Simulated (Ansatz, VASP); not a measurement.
One calculation of Mg, two programs

```
Mg
1.0
     3.20170    0.00000    0.00000
    -1.60085    2.77275    0.00000
     0.00000    0.00000    5.19860
Mg
2
Direct
  0.33333 0.66667 0.25000
  0.66667 0.33333 0.75000
```

Alike in both runs: task single point; functional PBEsol; k mesh 5 × 5 × 3; occupations fermi-dirac, width 0.05 eV; no spin polarisation.

|  | VASP | Ansatz |
| --- | --- | --- |
| version | VASP 6.6.1 | Ansatz 0.2.0 |
| potentials or method | VASP PAW PBE potentials, release 64 (Mg), cutoff 520 eV | PAW, plane waves, scalar-relativistic |
| valence electrons in the cell | 4 | 20 |

|  | VASP | Ansatz | Ansatz less VASP |
| --- | --- | --- | --- |
| pressure (GPa) | -0.9 | -0.8 | +0.05 |
| traceless stress, the component that is largest in VASP (GPa) | 0.42 | 0.41 | -0.004 |

VASP's potentials were made for PBE, not for PBEsol. VASP's potentials hold 4 valence electrons a cell and Ansatz's 20, so a difference there can come from the potentials and not from the codes.

The k mesh is coarse, so the values compare programs but aren't converged.
